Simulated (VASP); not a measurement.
# YAl2Sb2 in VASP: single point with r2SCAN

Aim: the single point of YAl2Sb2 with r2SCAN.

All numbers are computed with VASP 6.6.1; they aren't measurements. Logs are shortened: lines on timing, memory, paths and dates and some standing lists are left out, and cuts for length are marked.

### 1 The cell of the first run

The typed cell holds 5 atoms: a = 4.560 Å, b = 4.560 Å, c = 7.264 Å, α = 90.00°, β = 90.00°, γ = 120.00°.

### 2 Single point, r2SCAN

POSCAR

```
YAl2Sb2
1.0
    4.5596730000      0.0000000000      0.0000000000
   -2.2798360000      3.9487960000      0.0000000000
    0.0000000000      0.0000000000      7.2640300000
Y Sb Al
1 2 2
Direct
    0.0000000000      0.0000000000      0.0000000000
    0.3333000000      0.6667000000      0.2573000000
    0.6667000000      0.3333000000      0.7427000000
    0.3333000000      0.6667000000      0.6420000000
    0.6667000000      0.3333000000      0.3580000000
```

INCAR.step1

```
  PREC = Accurate
  ENCUT = 520
  ISMEAR = -1
  SIGMA = 0.1
  LREAL = False
  LASPH = True
  NELM = 60
  NBANDS = 22
  GGA = PE
  ALGO = Normal
  EDIFF = 1E-4
  LWAVE = True
  LCHARG = False
```

INCAR.step2

```
  PREC = Accurate
  ENCUT = 520
  EDIFF = 1E-7
  ISMEAR = -1
  SIGMA = 0.1
  LREAL = False
  LASPH = True
  NELM = 60
  ALGO = Normal
  ISIF = 2
  LWAVE = False
  LCHARG = False
  METAGGA = R2SCAN
  LMIXTAU = True
  NBANDS = 22
  ISTART = 1
```

KPOINTS

```
regular mesh
0
Gamma
  9 9 5
```

Potentials or basis: VASP PAW PBE potentials, release 64 (Y_sv, Sb, Al).

Command:

```
cat potpaw_PBE.64/Y_sv/POTCAR potpaw_PBE.64/Sb/POTCAR potpaw_PBE.64/Al/POTCAR > POTCAR
cp INCAR.step1 INCAR
mpirun -np 1 vasp_std > vasp.out
cp INCAR.step2 INCAR
mpirun -np 1 vasp_std > vasp.out
```

OUTCAR:

```text
PREC = Accurate
   ENCUT = 520
   EDIFF = 1E-7
   ISMEAR = -1
   LREAL = False
   LASPH = True
   NELM = 60
   ISIF = 2
   METAGGA = R2SCAN
   ISTART = 1

 ion  position               nearest neighbor table
   1  0.000  0.000  0.000-   2 3.23   3 3.23   3 3.23   2 3.23   3 3.23   2 3.23   4 3.70   5 3.70
                             5 3.70   4 3.70   4 3.70   5 3.70
   2  0.333  0.667  0.257-   5 2.73   5 2.73   5 2.73   4 2.79   1 3.23   1 3.23   1 3.23
   3  0.667  0.333  0.743-   4 2.73   4 2.73   4 2.73   5 2.79   1 3.23   1 3.23   1 3.23
   4  0.333  0.667  0.642-   3 2.73   3 2.73   3 2.73   2 2.79   5 3.34   5 3.34   5 3.34   1 3.70
                             1 3.70   1 3.70
   5  0.667  0.333  0.358-   2 2.73   2 2.73   2 2.73   3 2.79   4 3.34   4 3.34   4 3.34   1 3.70
                             1 3.70   1 3.70

  LATTYP: Found a hexagonal cell.
 ALAT       =     4.5596730000
 C/A-ratio  =     1.5931032774

  Lattice vectors:

 A1 = (   4.5596730000,   0.0000000000,   0.0000000000)
 A2 = (  -2.2798360000,   3.9487960000,   0.0000000000)
 A3 = (   0.0000000000,   0.0000000000,   7.2640300000)

Analysis of symmetry for initial positions (statically):
=====================================================================
 Subroutine PRICEL returns:
 Original cell was already a primitive cell.

 Routine SETGRP: Setting up the symmetry group for a
 hexagonal supercell.

 Subroutine GETGRP returns: Found  4 space group operations
 (whereof  4 operations were pure point group operations)
 out of a pool of 24 trial point group operations.

The static configuration has the point symmetry C_2h.

Analysis of symmetry for dynamics (positions and initial velocities):
=====================================================================
 Subroutine PRICEL returns:
 Original cell was already a primitive cell.

 Routine SETGRP: Setting up the symmetry group for a
 hexagonal supercell.

 Subroutine GETGRP returns: Found  4 space group operations
 (whereof  4 operations were pure point group operations)
 out of a pool of 24 trial point group operations.

The dynamic configuration has the point symmetry C_2h.

 Subroutine INISYM returns: Found  4 space group operations
 (whereof  4 operations are pure point group operations),
 and found     1 'primitive' translations

----------------------------------------------------------------------------------------

                                     Primitive cell

  volume of cell :     130.7904

  direct lattice vectors                    reciprocal lattice vectors
     4.559673000  0.000000000  0.000000000     0.219313973  0.126620846  0.000000000
    -2.279836000  3.948796000  0.000000000     0.000000000  0.253241748  0.000000000
     0.000000000  0.000000000  7.264030000     0.000000000  0.000000000  0.137664630

  length of vectors
     4.559673000  4.559675650  7.264030000     0.253241895  0.253241748  0.137664630

  position of ions in fractional coordinates (direct lattice)
     0.000000000  0.000000000  0.000000000
     0.333300000  0.666700000  0.257300000
     0.666700000  0.333300000  0.742700000
     0.333300000  0.666700000  0.642000000
     0.666700000  0.333300000  0.358000000

  ion indices of the primitive-cell ions
   primitive index   ion index
                 1           1
                 2           2
                 3           3
                 4           4
                 5           5

----------------------------------------------------------------------------------------

 KPOINTS: regular mesh

Automatic generation of k-mesh.
 Grid dimensions read from file:
 generate k-points for:    9    9    5

 Generating k-lattice:

  Cartesian coordinates                     Fractional coordinates (reciprocal lattice)
     0.024368219  0.014068983  0.000000000     0.111111111 -0.000000000  0.000000000
     0.000000000  0.028137972  0.000000000     0.000000000  0.111111111  0.000000000
     0.000000000  0.000000000  0.027532926     0.000000000  0.000000000  0.200000000

  Length of vectors
     0.028137988  0.028137972  0.027532926

  Shift w.r.t. Gamma in fractional coordinates (k-lattice)
     0.000000000  0.000000000  0.000000000

 Subroutine IBZKPT returns following result:
 ===========================================

 Found    115 irreducible k-points:

 Following reciprocal coordinates:
            Coordinates               Weight
  0.000000  0.000000  0.000000      1.000000
  0.111111  0.000000  0.000000      4.000000
 -0.111111  0.111111  0.000000      2.000000
  0.222222  0.000000  0.000000      4.000000
 -0.222222  0.222222  0.000000      2.000000
  0.333333 -0.000000  0.000000      4.000000
[... 16 lines left out ...]
 -0.222222 -0.444444  0.000000      4.000000
  0.444444  0.333333  0.000000      4.000000
 [... further k-points ...]
   k-points           NKPTS =    115   k-points in BZ     NKDIM =    115   number of bands    NBANDS=     22
   number of dos      NEDOS =    301   number of ions     NIONS =      5
   total plane-waves  NPLWV =  69984
   dimension x,y,z NGX =    36 NGY =   36 NGZ =   54
   dimension x,y,z NGXF=    72 NGYF=   72 NGZF=  108
   ions per type =               1   2   2
   NGX,Y,Z   is equivalent  to a cutoff of  13.13, 13.13, 12.36 a.u.
   NGXF,Y,Z  is equivalent  to a cutoff of  26.25, 26.25, 24.72 a.u.
 SYSTEM =  unknown system
   PREC   = accura    normal or accurate (medium, high low for compatibility)
   ISTART =      1    job   : 0-new  1-cont  2-samecut
   ICHARG =      0    charge: 1-file 2-atom 10-const
   ISPIN  =      1    spin polarized calculation?
   LNONCOLLINEAR =      F non collinear calculations
   LSORBIT =      F    spin-orbit coupling
   LASPH  =      T    aspherical Exc in radial PAW
   ENCUT  =  520.0 eV  38.22 Ry    6.18 a.u.   8.48  8.48 13.51*2*pi/ulx,y,z
   NELM   =     60;   NELMIN=  2; NELMDL=  0     # of ELM steps
   EDIFF  = 0.1E-06   stopping-criterion for ELM
   LREAL  =      F    real-space projection
   EDIFFG = 0.1E-05   stopping-criterion for IOM
   NSW    =      0    number of steps for IOM
   IBRION =     -1    ionic relax: 0-MD 1-quasi-New 2-CG
   NFREE  =      0    steps in history (QN), initial steepest desc. (CG)
   ISIF   =      2    stress and relaxation
   ISYM   =      2    0-nonsym 1-usesym 2-fastsym
   POTIM  = 0.5000    time-step for ionic-motion
   TEBEG  =    0.0;   TEEND  =   0.0 temperature during run
   PSTRESS=    0.0 pullay stress
   NELECT =      27.0000    total number of electrons
   NUPDOWN=      -1.0000    fix difference up-down
   EMIN   =  10.00;   EMAX   =-10.00  energy-range for DOS
   EFERMI =   0.00;   METHOD = LEGACY
   ISMEAR =    -1;   SIGMA  =   0.10  broadening in eV -4-tet -1-fermi 0-gaus
   EFERMI_NEDOS =   21; number of points for ismear=-14 and -15
   IALGO  =     38    algorithm
   IMIX   =      4    mixing-type and parameters
     AMIX     =   0.40;   BMIX     =  1.00
     AMIX_MAG =   1.60;   BMIX_MAG =  1.00
  volume/ion in A,a.u.               =      26.16       176.52
  Fermi-wavevector in a.u.,A,eV,Ry     =   0.967544  1.828393 12.736978  0.936141
  Thomas-Fermi vector in A             =   2.097439
   LORBIT       =      0    0 simple, 1 ext, 2 COOP (PROOUT), +10 PAW based schemes
   METAGGA = R2SCAN    functional components
   LHFCALC =     F    Hartree Fock is set to
   AEXX    =    0.0000 exact exchange contribution
   IVDW    =     0    specifies the selected vdW correction
   LEPSILON=     F    determine dielectric tensor
   LRPA    =     F    only Hartree local field effects (RPA)
 non-spin polarized calculation
  energy-cutoff  :      520.00
  volume of cell :      130.79
 maximum number of plane-waves:      3551
 NGX is ok and might be reduce to    36
   NGX = 17   NGY = 17   NGZ = 27

 number of electron      27.0000000 magnetization

 Free energy of the ion-electron system (eV)
  ---------------------------------------------------
  ext. energy  EPLUGINS =         0.00000000
  ---------------------------------------------------
  free energy    TOTEN  =       -85.88888850 eV

  energy without entropy =      -85.77088423  energy(sigma->0) =      -85.82988637

 E-fermi :   6.8045     XC(G=0):  -9.9941

 val. band max:        6.7825495444   @ k =  -0.1111   0.2222   0.2000
 cond. band min:       6.8075759657   @ k =  -0.1111   0.1111   0.4000
 fundamental gap:      0.0250264213
 Fermi energy:         6.8045050015

 k-point     1 :       0.0000    0.0000    0.0000
  band No.  band energies     occupation
      1     -38.7737      2.00000
      2     -18.1128      2.00000
      3     -18.0890      2.00000
      4     -18.0889      2.00000
      5      -5.9236      2.00000
      6      -4.3542      2.00000
[... 14 lines left out ...]
     21       7.9914      0.00001
     22      10.1665      0.00000

 k-point     2 :       0.1111    0.0000    0.0000
  band No.  band energies     occupation
      1     -38.7734      2.00000
      2     -18.1114      2.00000
      3     -18.0946      2.00000
      4     -18.0902      2.00000
      5      -5.8219      2.00000
      6      -4.3040      2.00000
[... 14 lines left out ...]
     21       8.5460      0.00000
     22      10.3301      0.00000

 k-point     3 :      -0.1111    0.1111    0.0000
  band No.  band energies     occupation
      1     -38.7734      2.00000
      2     -18.1114      2.00000
      3     -18.0946      2.00000
      4     -18.0902      2.00000
      5      -5.8219      2.00000
      6      -4.3040      2.00000
[... 14 lines left out ...]
     21       8.5467      0.00000
     22      10.3302      0.00000

 k-point     4 :       0.2222    0.0000    0.0000
  band No.  band energies     occupation
      1     -38.7729      2.00000
      2     -18.1094      2.00000
      3     -18.1072      2.00000
      4     -18.0933      2.00000
      5      -5.5301      2.00000
      6      -4.1765      2.00000
[... 14 lines left out ...]
     21       9.7533      0.00000
     22      10.0252      0.00000

 k-point     5 :      -0.2222    0.2222    0.0000
  band No.  band energies     occupation
      1     -38.7729      2.00000
      2     -18.1094      2.00000
      3     -18.1072      2.00000
      4     -18.0934      2.00000
      5      -5.5302      2.00000
      6      -4.1766      2.00000
[... 14 lines left out ...]
     21       9.7532      0.00000
     22      10.0259      0.00000

 k-point     6 :       0.3333   -0.0000    0.0000
  band No.  band energies     occupation
      1     -38.7722      2.00000
      2     -18.1253      2.00000
      3     -18.1034      2.00000
      4     -18.0969      2.00000
      5      -5.0975      2.00000
      6      -4.0557      2.00000
[... 14 lines left out ...]
     21      10.2154      0.00000
     22      10.3334      0.00000

 k-point     7 :      -0.3333    0.3333    0.0000
  band No.  band energies     occupation
      1     -38.7722      2.00000
      2     -18.1252      2.00000
      3     -18.1034      2.00000
      4     -18.0969      2.00000
      5      -5.0977      2.00000
      6      -4.0558      2.00000
[... 324 lines left out ...]
      6      -4.0092      2.00000
[... 14 lines left out ...]
     21      10.3380      0.00000
     22      10.4413      0.00000

 k-point    21 :      -0.2222    0.4444    0.0000
  band No.  band energies     occupation
      1     -38.7720      2.00000
      2     -18.1258      2.00000
      3     -18.1053      2.00000
      4     -18.1013      2.00000
      5      -4.8660      2.00000
      6      -4.0092      2.00000
[... 14 lines left out ...]
     21      10.3369      0.00000
     22      10.4418      0.00000

 k-point    22 :       0.3333    0.2222    0.0000
  band No.  band energies     occupation
      1     -38.7716      2.00000
      2     -18.1294      2.00000
      3     -18.1112      2.00000
      4     -18.0995      2.00000
      5      -4.4697      2.00000
      6      -4.0562      2.00000
[... 14 lines left out ...]
     21      10.6476      0.00000
     22      11.0540      0.00000

 k-point    23 :      -0.2222   -0.4444    0.0000
  band No.  band energies     occupation
      1     -38.7716      2.00000
      2     -18.1294      2.00000
      3     -18.1112      2.00000
      4     -18.0995      2.00000
      5      -4.4700      2.00000
      6      -4.0561      2.00000
[... 14 lines left out ...]
     21      10.6469      0.00000
     22      11.0529      0.00000

 k-point    24 :       0.4444    0.3333    0.0000
  band No.  band energies     occupation
      1     -38.7716      2.00000
      2     -18.1294      2.00000
      3     -18.1112      2.00000
      4     -18.0995      2.00000
      5      -4.4703      2.00000
      6      -4.0559      2.00000
[... 14 lines left out ...]
     21      10.6476      0.00000
     22      11.0527      0.00000

 [... further k-points ...]

------------------------ aborting loop because EDIFF is reached ----------------------------------------

  FORCE on cell =-STRESS in cart. coord.  units (eV):
  Direction    XX          YY          ZZ          XY          YZ          ZX
  --------------------------------------------------------------------------------------
  -------------------------------------------------------------------------------------
  Total        1.1432583      1.1486372     -1.3154819      0.0046567      0.0011458     -0.0019845
  in kB       14.0048649     14.0707561    -16.1145963      0.0570446      0.0140358     -0.0243099
  external PRESSURE =       3.9870082 kB  Pullay stress =       0.0000000 kB

 VOLUME and BASIS-vectors are now :
 -----------------------------------------------------------------------------
  energy-cutoff  :      520.00
  volume of cell :      130.79
      direct lattice vectors                 reciprocal lattice vectors
     4.559673000  0.000000000  0.000000000     0.219313973  0.126620846  0.000000000
    -2.279836000  3.948796000  0.000000000     0.000000000  0.253241748  0.000000000
     0.000000000  0.000000000  7.264030000     0.000000000  0.000000000  0.137664630

 POSITION                                       TOTAL-FORCE (eV/Angst)
 -----------------------------------------------------------------------------------
      0.00000      0.00000      0.00000         0.000000      0.000000      0.000000
     -0.00023      2.63266      1.86903         0.002420     -0.001397     -0.238401
      2.28006      1.31613      5.39500        -0.002420      0.001397      0.238401
     -0.00023      2.63266      4.66351         0.001892     -0.001092      0.339987
      2.28006      1.31613      2.60052        -0.001892      0.001092     -0.339987
 -----------------------------------------------------------------------------------
    total drift:                               -0.000000     -0.000000     -0.000000

  FREE ENERGIE OF THE ION-ELECTRON SYSTEM (eV)
  ---------------------------------------------------
  free  energy   TOTEN  =       -85.8888885040 eV

  energy  without entropy=      -85.7708842315  energy(sigma->0) =      -85.82988637
```

It took 37 min on 1 thread of Oxide Virtual Turin-like, shared host; peak memory 0.52 GiB.

Results:

```
Free energy            : -85.8889 eV
Pressure               : 0.4 GPa
Largest force          : 0.340 eV/Å
Band gap on the k mesh : zero (an odd number of electrons rules out a gap without spin polarisation)
```

Forces on the atoms (eV/Å):
```
Y    0.000  0.000  0.000
Sb   0.002 -0.001 -0.238
Sb  -0.002  0.001  0.238
Al   0.002 -0.001  0.340
Al  -0.002  0.001 -0.340
```

Caveat: the PAW data sets were made with another functional, which shifts forces and pressure a little; spin-orbit coupling is left out, which moves the levels of the heavy elements.
